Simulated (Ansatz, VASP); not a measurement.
# One calculation of Be3Cd2O3, two programs

```xyz
8
Lattice="4.7655 0.0000 0.0000 -2.3828 4.1270 0.0000 0.0000 0.0000 5.2500" Properties=species:S:1:pos:R:3 pbc="T T T"
Be    2.3599    0.0000    2.6250
Be   -1.1800    2.0438    2.6250
Be    1.2028    2.0833    2.6250
Cd    0.0000    0.0000    0.0000
Cd    0.0000    0.0000    2.6250
O     2.2112    0.0000    0.0000
O    -1.1056    1.9149    0.0000
O     1.2772    2.2121    0.0000
```

Alike in both runs: functional PBE; k mesh 4 × 4 × 4; occupations gaussian, width 0.2 eV; no spin polarisation.

Ansatz relaxed the structure, and its values are those at the end. VASP's run is a single point on that final structure, the one shown.

|  | VASP | Ansatz |
| --- | --- | --- |
| version | VASP 6.6.1 | Ansatz 0.2.0 |
| potentials or method | VASP PAW PBE potentials, release 64 (Be, Cd, O), cutoff 600 eV | scalar-relativistic, plane waves, PAW |
| valence electrons in the cell | 48 | 64 |

```csv
,VASP,Ansatz,Ansatz less VASP
gap on the k mesh at the Fermi level (eV),none,none,-
pressure (GPa),0.6,0.0,-0.53
rms of the force components (eV/Å),0.030,0.008,-0.0224
```

A gap of «none» marks a metal or a gap that the smearing closes. VASP's potentials hold 48 valence electrons a cell and Ansatz's 64, so a difference there can come from the potentials and not from the codes.

The k mesh is coarse, so the values compare programs but aren't converged.
